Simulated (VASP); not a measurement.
# SiC (P6_3mc) in VASP: a series of runs

Aim: see how the results for SiC move with the level of theory and the settings. Levels: PBE+D4, revPBE+D4. Tasks: single point.

All numbers are computed with VASP 6.6.1; they aren't measurements. Logs are shortened: lines on timing, memory, paths and dates and some standing lists are left out, and cuts for length are marked.

### Step 1. The cell of the first run

Symmetry: P6_3mc, No. 186, hexagonal system. Conventional cell: a = 3.032 Å, b = 3.032 Å, c = 14.860 Å, α = 90.00°, β = 90.00°, γ = 120.00°. Si (site symmetry 3m) has 4 C at 1.86 Å within 2.5 Å. Within 2.5 Å of Si (site symmetry 3m) lie 4 C at 1.86 Å. Si (site symmetry 3m) has 4 C at 1.86 Å within 2.5 Å. C (site symmetry 3m) has 4 Si at 1.86 Å within 2.5 Å. Within 2.5 Å of C (site symmetry 3m) lie 4 Si at 1.86 Å. Within 2.5 Å of C (site symmetry 3m) lie 4 Si at 1.86 Å.

### Step 2. Single point, PBE+D4

File INCAR:

```
PREC     = Accurate       # precision mode
ENCUT    = 520            # plane-wave cutoff, eV
EDIFF    = 1E-6           # SCF threshold, eV
ISMEAR   = -1             # smearing method
SIGMA    = 0.05           # smearing width, eV
LREAL    = False          # projectors in reciprocal space
LASPH    = True           # aspherical terms in the spheres
NELM     = 60             # most SCF steps
ALGO     = Normal         # electronic algorithm
ISIF     = 2              # what is computed and relaxed
LWAVE    = False          # write WAVECAR
LCHARG   = False          # write CHGCAR
GGA      = PE             # functional
IVDW     = 13             # dispersion correction
NBANDS   = 36             # bands
```

File KPOINTS:

```
regular mesh
0
Gamma
  10 10 2
```

File POSCAR:

```
SiC
1.0
    3.0318190065      0.0000000000      0.0000000000
   -1.5159095032      2.6256322793      0.0000000000
    0.0000000000      0.0000000000     14.8603212692
Si C
6 6
Direct
    0.6666666667      0.3333333333      0.4583000000
    0.3333333333      0.6666666667      0.9583000000
    0.6666666667      0.3333333333      0.7917000000
    0.3333333333      0.6666666667      0.2917000000
    0.0000000000      0.0000000000      0.6250000000
    0.0000000000      0.0000000000      0.1250000000
    0.6666666667      0.3333333333      0.3333000000
    0.3333333333      0.6666666667      0.8333000000
    0.6666666667      0.3333333333      0.6667000000
    0.3333333333      0.6666666667      0.1667000000
    0.0000000000      0.0000000000      0.5000000000
    0.0000000000      0.0000000000      0.0000000000
```

Potentials or basis: VASP PAW PBE potentials, release 64 (Si, C).

On the command line:

```bash
cat potpaw_PBE.64/Si/POTCAR potpaw_PBE.64/C/POTCAR > POTCAR
mpirun -np 1 vasp_std > vasp.out
```

OUTCAR:

```text
PREC = Accurate
   ENCUT = 520
   EDIFF = 1E-6
   ISMEAR = -1
   LREAL = False
   LASPH = True
   NELM = 60
   ISIF = 2
   GGA = PE
   IVDW = 13

 ion  position               nearest neighbor table
   1  0.667  0.333  0.458-  11 1.86  11 1.86  11 1.86   7 1.86   4 3.03   4 3.03   4 3.03   5 3.03
                             5 3.03   5 3.03
   2  0.333  0.667  0.958-  12 1.86  12 1.86  12 1.86   8 1.86   3 3.03   3 3.03   3 3.03   6 3.03
                             6 3.03   6 3.03
   3  0.667  0.333  0.792-   8 1.86   8 1.86   8 1.86   9 1.86   2 3.03   2 3.03   2 3.03   5 3.03
                             5 3.03   5 3.03
   4  0.333  0.667  0.292-   7 1.86   7 1.86   7 1.86  10 1.86   1 3.03   1 3.03   1 3.03   6 3.03
                             6 3.03   6 3.03
   5  0.000  0.000  0.625-   9 1.86   9 1.86   9 1.86  11 1.86   3 3.03   1 3.03   3 3.03   1 3.03
                             1 3.03   3 3.03
   6  0.000  0.000  0.125-  10 1.86  10 1.86  10 1.86  12 1.86   4 3.03   2 3.03   2 3.03   4 3.03
                             4 3.03   2 3.03
   7  0.667  0.333  0.333-   4 1.86   4 1.86   4 1.86   1 1.86
   8  0.333  0.667  0.833-   3 1.86   3 1.86   3 1.86   2 1.86
   9  0.667  0.333  0.667-   5 1.86   5 1.86   5 1.86   3 1.86
  10  0.333  0.667  0.167-   6 1.86   6 1.86   6 1.86   4 1.86
  11  0.000  0.000  0.500-   1 1.86   1 1.86   1 1.86   5 1.86
  12  0.000  0.000  0.000-   2 1.86   2 1.86   2 1.86   6 1.86

  LATTYP: Found a hexagonal cell.
 ALAT       =     3.0318190065
 C/A-ratio  =     4.9014539580

  Lattice vectors:

 A1 = (   3.0318190065,   0.0000000000,   0.0000000000)
 A2 = (  -1.5159095032,   2.6256322793,   0.0000000000)
 A3 = (   0.0000000000,   0.0000000000,  14.8603212692)

Analysis of symmetry for initial positions (statically):
=====================================================================
 Subroutine PRICEL returns:
 Original cell was already a primitive cell.

 Routine SETGRP: Setting up the symmetry group for a
 hexagonal supercell.

 Subroutine GETGRP returns: Found 12 space group operations
 (whereof  6 operations were pure point group operations)
 out of a pool of 24 trial point group operations.

The static configuration has the point symmetry C_3v.
 The point group associated with its full space group is C_6v.

Analysis of symmetry for dynamics (positions and initial velocities):
=====================================================================
 Subroutine PRICEL returns:
 Original cell was already a primitive cell.

 Routine SETGRP: Setting up the symmetry group for a
 hexagonal supercell.

 Subroutine GETGRP returns: Found 12 space group operations
[... 140 lines left out ...]
   EFERMI_NEDOS =   21; number of points for ismear=-14 and -15
   IALGO  =     38    algorithm
   IMIX   =      4    mixing-type and parameters
     AMIX     =   0.40;   BMIX     =  1.00
     AMIX_MAG =   1.60;   BMIX_MAG =  1.00
  volume/ion in A,a.u.               =       9.86        66.52
  Fermi-wavevector in a.u.,A,eV,Ry     =   1.211993  2.290335 19.985966  1.468927
  Thomas-Fermi vector in A             =   2.347491
   LORBIT       =      0    0 simple, 1 ext, 2 COOP (PROOUT), +10 PAW based schemes
   GGA     = PE    functional components
   LHFCALC =     F    Hartree Fock is set to
   AEXX    =    0.0000 exact exchange contribution
   IVDW    =    13    specifies the selected vdW correction
   LEPSILON=     F    determine dielectric tensor
   LRPA    =     F    only Hartree local field effects (RPA)
 non-spin polarized calculation
  energy-cutoff  :      520.00
  volume of cell :      118.29
 maximum number of plane-waves:      3214
 NGX is ok and might be reduce to    24
   NGX = 11   NGY = 11   NGZ = 55

 number of electron      47.9999995 magnetization

 Free energy of the ion-electron system (eV)
  ---------------------------------------------------
  ext. energy  EPLUGINS =         0.00000000
  ---------------------------------------------------
  free energy    TOTEN  =       -90.02754536 eV

  energy without entropy =      -90.02754536  energy(sigma->0) =      -90.02754536

 E-fermi :   9.7251     XC(G=0): -11.5667

 val. band max:        8.7098948958   @ k =   0.0000   0.0000   0.0000
 cond. band min:      10.7155142950   @ k =   0.5000  -0.0000   0.0000
 fundamental gap:      2.0056193992
 Fermi energy:         9.7250949751

 k-point     1 :       0.0000    0.0000    0.0000
  band No.  band energies     occupation
      1      -7.1370      2.00000
      2      -6.5996      2.00000
      3      -6.5509      2.00000
      4      -4.9962      2.00000
      5      -4.9622      2.00000
      6      -3.3759      2.00000
[... 925 lines left out ...]
     35      16.5260      0.00000
     36      16.5260      0.00000

 [... further k-points ...]

------------------------ aborting loop because EDIFF is reached ----------------------------------------

  DFT-D4 for vdW energy calculation

  Edisp (eV):   -4.11162

  FORCE on cell =-STRESS in cart. coord.  units (eV):
  Direction    XX          YY          ZZ          XY          YZ          ZX
  --------------------------------------------------------------------------------------
  -------------------------------------------------------------------------------------
  Total       7.47525     7.47525     8.09368     0.00000     0.00000     0.00000
  in kB     101.24441   101.24441   109.62041     0.00000     0.00000     0.00000
  external pressure =      104.04 kB  Pullay stress =        0.00 kB

 VOLUME and BASIS-vectors are now :
 -----------------------------------------------------------------------------
  energy-cutoff  :      520.00
  volume of cell :      118.29
      direct lattice vectors                 reciprocal lattice vectors
     3.031819007  0.000000000  0.000000000     0.329834993  0.190430322  0.000000000
    -1.515909503  2.625632279  0.000000000     0.000000000  0.380860644  0.000000000
     0.000000000  0.000000000 14.860321269     0.000000000  0.000000000  0.067293296

 POSITION                                       TOTAL-FORCE (eV/Angst)
 -----------------------------------------------------------------------------------
      1.51591      0.87521      6.81049        -0.000000      0.000000      0.066683
     -0.00000      1.75042     14.24065         0.000000     -0.000000      0.066683
      1.51591      0.87521     11.76492        -0.000000     -0.000000      0.034095
     -0.00000      1.75042      4.33476         0.000000      0.000000      0.034095
      0.00000      0.00000      9.28770         0.000000     -0.000000      0.042093
      0.00000      0.00000      1.85754         0.000000      0.000000      0.042093
      1.51591      0.87521      4.95295        -0.000000      0.000000     -0.020252
     -0.00000      1.75042     12.38311         0.000000     -0.000000     -0.020252
      1.51591      0.87521      9.90738         0.000000      0.000000      0.032516
     -0.00000      1.75042      2.47722         0.000000     -0.000000      0.032516
      0.00000      0.00000      7.43016        -0.000000      0.000000     -0.155134
      0.00000      0.00000      0.00000         0.000000     -0.000000     -0.155134
 -----------------------------------------------------------------------------------
    total drift:                               -0.000000     -0.000000      0.000209

  FREE ENERGIE OF THE ION-ELECTRON SYSTEM (eV)
  ---------------------------------------------------
  free  energy   TOTEN  =       -94.1391618541 eV

  energy  without entropy=      -94.1391618539  energy(sigma->0) =      -94.13916185
```

stdout:

```text
POSCAR found type information on POSCAR SiC
 POSCAR found :  2 types and      12 ions
 scaLAPACK will be used
 LDA part: xc-table for (Slater+PW92), standard interpolation
 POSCAR, INCAR and KPOINTS ok, starting setup
 FFT: planning ... GRIDC
 FFT: planning ... GRID_SOFT
 FFT: planning ... GRID
 WAVECAR not read
 entering main loop
```

Wall time 86 s (1 thread of AMD EPYC 9R45 (Zen 5), shared host); peak memory 0.24 GiB.

What came out:

```
Free energy                : -94.1392 eV
Pressure                   : 10.4 GPa
Largest force              : 0.155 eV/Å
Band gap on the k mesh     : 2.01 eV (least direct gap 3.11 eV)
Dispersion energy per atom : -0.343 eV
```

Forces on the atoms (eV/Å):
```
Si   0.000  0.000  0.067
Si   0.000  0.000  0.067
Si   0.000  0.000  0.034
Si   0.000  0.000  0.034
Si   0.000  0.000  0.042
Si   0.000  0.000  0.042
C    0.000  0.000 -0.020
C    0.000  0.000 -0.020
C    0.000  0.000  0.033
C    0.000  0.000  0.033
C    0.000  0.000 -0.155
C    0.000  0.000 -0.155
```

Stress tensor (GPa, compression positive):
```
10.12  0.00  0.00
 0.00 10.12  0.00
 0.00  0.00 10.96
```

Levels at points of the mesh, in eV from the valence-band top:
```tsv
k point	band 22	band 23	band 24	band 25	band 26	band 27
(0.00, 0.00, 0.00)	-0.05	0.00	0.00	5.59	5.75	6.18
(0.50, 0.00, 0.00)	-1.82	-1.71	-1.11	2.01	2.22	3.29
(0.00, 0.00, 0.50)	-0.10	-0.10	-0.10	5.65	5.65	6.41
(0.50, 0.00, 0.50)	-1.75	-1.32	-1.32	2.06	2.06	3.51
```

Caveat: the cell stands under pressure. A k mesh can miss the band edges.

### Step 3. Single point, revPBE+D4

File INCAR:

```
SYSTEM = SiC
PREC     = Accurate       ! precision mode
ENCUT    = 520            ! plane-wave cutoff, eV
EDIFF    = 1E-6           ! SCF threshold, eV
ISMEAR   = -1             ! smearing method
SIGMA    = 0.05           ! smearing width, eV
LREAL    = .False.        ! projectors in reciprocal space
LASPH    = .True.         ! aspherical terms in the spheres
NELM     = 100            ! most SCF steps
ALGO     = Normal         ! electronic algorithm
ISIF     = 2              ! what is computed and relaxed
LWAVE    = .False.        ! write WAVECAR
LCHARG   = .True.         ! write CHGCAR
GGA      = RE             ! functional
IVDW     = 13             ! dispersion correction
LELF     = .True.         ! ELF
LVHAR    = .True.       
NBANDS   = 36             ! bands
```

File KPOINTS:

```
Automatic mesh
0
Gamma
  10 10 2
  0 0 0
```

POSCAR is that of step 2.

Potentials or basis: VASP PAW PBE potentials, release 64 (Si, C).

On the command line:

```bash
cat potpaw_PBE.64/Si/POTCAR potpaw_PBE.64/C/POTCAR > POTCAR
mpirun -np 1 vasp_std > vasp.out
```

It took 85 s on 1 thread of AMD EPYC 9R45 (Zen 5), shared host; peak memory 0.24 GiB.

It converged, with:

- Free energy: -94.3645 eV
- Pressure: 7.4 GPa
- Largest force: 0.157 eV/Å
- Band gap on the k mesh: 2.01 eV (least direct gap 3.11 eV)
- Dispersion energy per atom: -0.676 eV

Forces in eV/Å, atoms in the order of the input:
```
Si   0.000  0.000  0.062
Si   0.000  0.000  0.062
Si   0.000  0.000  0.038
Si   0.000  0.000  0.038
Si   0.000  0.000  0.042
Si   0.000  0.000  0.042
C    0.000  0.000 -0.025
C    0.000  0.000 -0.025
C    0.000  0.000  0.039
C    0.000  0.000  0.039
C    0.000  0.000 -0.157
C    0.000  0.000 -0.157
```

Stress tensor (GPa, compression positive):
```
7.05 0.00 0.00
0.00 7.05 0.00
0.00 0.00 7.96
```

Levels at points of the mesh, in eV from the valence-band top:
```tsv
k point	band 22	band 23	band 24	band 25	band 26	band 27
(0.00, 0.00, 0.00)	-0.05	0.00	0.00	5.61	5.78	6.21
(0.50, 0.00, 0.00)	-1.81	-1.70	-1.10	2.01	2.23	3.31
(0.00, 0.00, 0.50)	-0.10	-0.10	-0.10	5.68	5.68	6.44
(0.50, 0.00, 0.50)	-1.75	-1.32	-1.32	2.07	2.07	3.53
```

Caveat: the cell stands under pressure; the PAW data sets were made with another functional, which shifts forces and pressure a little.

### Step 4. Single point, PBE+D4

This run uses another cell than the first one, of 10.07 Å³/atom.

File INCAR:

```
ALGO     = Normal         # electronic algorithm
EDIFF    = 1E-6           # SCF threshold, eV
ENCUT    = 520            # plane-wave cutoff, eV
GGA      = PE             # functional
ISIF     = 2              # what is computed and relaxed
ISMEAR   = -1             # smearing method
IVDW     = 13             # dispersion correction
LASPH    = True           # aspherical terms in the spheres
LCHARG   = False          # write CHGCAR
LREAL    = False          # projectors in reciprocal space
LWAVE    = False          # write WAVECAR
NBANDS   = 36             # bands
NELM     = 100            # most SCF steps
PREC     = Accurate       # precision mode
SIGMA    = 0.05           # smearing width, eV
```

File KPOINTS:

```
k-points
0
Gamma
  10 10 2
```

Changes to POSCAR since step 3:

```diff
@@ -2,5 +2,5 @@
 1.0
-    3.0318190065      0.0000000000      0.0000000000
-   -1.5159095032      2.6256322793      0.0000000000
-    0.0000000000      0.0000000000     14.8603212692
+    3.0531705480      0.0000000000      0.0000000000
+   -1.5265852740      2.6441232567      0.0000000000
+    0.0000000000      0.0000000000     14.9649748670
 Si C
```

Potentials or basis: VASP PAW PBE potentials, release 64 (Si, C).

On the command line:

```bash
cat potpaw_PBE.64/Si/POTCAR potpaw_PBE.64/C/POTCAR > POTCAR
mpirun -np 1 vasp_std > vasp.out
```

OUTCAR:

```text
EDIFF = 1E-6
   ENCUT = 520
   GGA = PE
   ISIF = 2
   ISMEAR = -1
   IVDW = 13
   LASPH = True
   LREAL = False
   NELM = 100
   PREC = Accurate

 ion  position               nearest neighbor table
   1  0.667  0.333  0.458-  11 1.87  11 1.87  11 1.87   7 1.87   4 3.05   4 3.05   4 3.05   5 3.05
                             5 3.05   5 3.05
   2  0.333  0.667  0.958-  12 1.87  12 1.87  12 1.87   8 1.87   3 3.05   3 3.05   3 3.05   6 3.05
                             6 3.05   6 3.05
[... 1179 lines left out ...]

 VOLUME and BASIS-vectors are now :
 -----------------------------------------------------------------------------
  energy-cutoff  :      520.00
  volume of cell :      120.81
      direct lattice vectors                 reciprocal lattice vectors
     3.053170548  0.000000000  0.000000000     0.327528379  0.189098598  0.000000000
    -1.526585274  2.644123257  0.000000000     0.000000000  0.378197195  0.000000000
     0.000000000  0.000000000 14.964974867     0.000000000  0.000000000  0.066822698

 POSITION                                       TOTAL-FORCE (eV/Angst)
 -----------------------------------------------------------------------------------
      1.52659      0.88137      6.85845         0.000000     -0.000000      0.062457
     -0.00000      1.76275     14.34094        -0.000000      0.000000      0.062457
      1.52659      0.88137     11.84777         0.000000     -0.000000      0.031708
     -0.00000      1.76275      4.36528        -0.000000     -0.000000      0.031708
      0.00000      0.00000      9.35311        -0.000000     -0.000000      0.043514
      0.00000      0.00000      1.87062        -0.000000     -0.000000      0.043514
      1.52659      0.88137      4.98783        -0.000000      0.000000     -0.018921
     -0.00000      1.76275     12.47031         0.000000     -0.000000     -0.018921
      1.52659      0.88137      9.97715         0.000000      0.000000      0.032458
     -0.00000      1.76275      2.49466        -0.000000     -0.000000      0.032458
      0.00000      0.00000      7.48249        -0.000000     -0.000000     -0.151216
      0.00000      0.00000      0.00000         0.000000     -0.000000     -0.151216
 -----------------------------------------------------------------------------------
    total drift:                               -0.000000     -0.000000      0.000182

  FREE ENERGIE OF THE ION-ELECTRON SYSTEM (eV)
  ---------------------------------------------------
  free  energy   TOTEN  =       -94.2613382390 eV

  energy  without entropy=      -94.2613382388  energy(sigma->0) =      -94.26133824
```

stdout:

```text
POSCAR found type information on POSCAR SiC
 POSCAR found :  2 types and      12 ions
 scaLAPACK will be used
 LDA part: xc-table for (Slater+PW92), standard interpolation
 POSCAR, INCAR and KPOINTS ok, starting setup
 FFT: planning ... GRIDC
 FFT: planning ... GRID_SOFT
 FFT: planning ... GRID
 WAVECAR not read
 entering main loop
```

It took 91 s on 1 thread of AMD EPYC 9R45 (Zen 5), shared host; peak memory 0.24 GiB.

Results:

```
Free energy                : -94.2613 eV
Pressure                   : 5.1 GPa
Largest force              : 0.151 eV/Å
Band gap on the k mesh     : 2.01 eV (least direct gap 3.11 eV)
Dispersion energy per atom : -0.337 eV
```

Forces in eV/Å, atoms in the order of the input:
```
Si   0.000  0.000  0.062
Si   0.000  0.000  0.062
Si   0.000  0.000  0.032
Si   0.000  0.000  0.032
Si   0.000  0.000  0.044
Si   0.000  0.000  0.044
C    0.000  0.000 -0.019
C    0.000  0.000 -0.019
C    0.000  0.000  0.032
C    0.000  0.000  0.032
C    0.000  0.000 -0.151
C    0.000  0.000 -0.151
```

Levels at points of the mesh, in eV from the valence-band top:
| k point | band 22 | band 23 | band 24 | band 25 | band 26 | band 27 |
| --- | --- | --- | --- | --- | --- | --- |
| (0.00, 0.00, 0.00) | -0.05 | 0.00 | 0.00 | 5.40 | 5.57 | 5.99 |
| (0.50, 0.00, 0.00) | -1.80 | -1.69 | -1.10 | 2.01 | 2.21 | 3.26 |
| (0.00, 0.00, 0.50) | -0.10 | -0.10 | -0.10 | 5.46 | 5.46 | 6.22 |
| (0.50, 0.00, 0.50) | -1.74 | -1.32 | -1.32 | 2.06 | 2.06 | 3.48 |

Caveat: the cell stands under pressure.

### Step 5. Single point, revPBE+D4

This run uses another cell than the first one, of 10.07 Å³/atom.

File INCAR:

```
SYSTEM = SiC
ALGO = Normal ; EDIFF = 1E-7
ENCUT = 520 ; GGA = RE
ISIF = 2 ; ISMEAR = -1
IVDW = 13 ; LASPH = .TRUE.
LCHARG = .FALSE. ; LREAL = .FALSE.
LWAVE = .FALSE. ; NBANDS = 36
NELM = 60 ; PREC = Accurate
SIGMA = 0.05
```

File KPOINTS:

```
k-points
0
G
  10 10 2
  0 0 0
```

POSCAR is that of step 4.

On the command line:

```bash
cat potpaw_PBE.64/Si/POTCAR potpaw_PBE.64/C/POTCAR > POTCAR
mpirun -np 1 vasp_std > vasp.out
```

It took 93 s on 1 thread of AMD EPYC 9R45 (Zen 5), shared host; peak memory 0.24 GiB.

It converged, with:

```
Free energy                : -94.4402 eV
Pressure                   : 2.3 GPa
Largest force              : 0.153 eV/Å
Band gap on the k mesh     : 2.02 eV (least direct gap 3.11 eV)
Dispersion energy per atom : -0.663 eV
```

Forces in eV/Å, atoms in the order of the input:
```
Si   0.000  0.000  0.058
Si   0.000  0.000  0.058
Si   0.000  0.000  0.036
Si   0.000  0.000  0.036
Si   0.000  0.000  0.043
Si   0.000  0.000  0.043
C    0.000  0.000 -0.023
C    0.000  0.000 -0.023
C    0.000  0.000  0.039
C    0.000  0.000  0.039
C    0.000  0.000 -0.153
C    0.000  0.000 -0.153
```

Stress tensor (GPa, compression positive):
```
1.96 0.00 0.00
0.00 1.96 0.00
0.00 0.00 2.84
```

Levels at points of the mesh, in eV from the valence-band top:
| k point | band 21 | band 22 | band 23 | band 24 | band 25 | band 26 | band 27 | band 28 |
| --- | --- | --- | --- | --- | --- | --- | --- | --- |
| (0.00, 0.00, 0.00) | -0.30 | -0.05 | 0.00 | 0.00 | 5.43 | 5.59 | 6.02 | 6.53 |
| (0.50, 0.00, 0.00) | -1.83 | -1.80 | -1.69 | -1.10 | 2.02 | 2.22 | 3.28 | 3.95 |
| (0.00, 0.00, 0.50) | -0.10 | -0.10 | -0.10 | -0.10 | 5.49 | 5.49 | 6.25 | 6.25 |
| (0.50, 0.00, 0.50) | -1.73 | -1.73 | -1.31 | -1.31 | 2.07 | 2.07 | 3.49 | 3.49 |

Caveat: the PAW data sets were made with another functional, which shifts forces and pressure a little. A hybrid or GW would open this gap; revPBE tends to underestimate it.

(Part 1 of 2 ends here.)
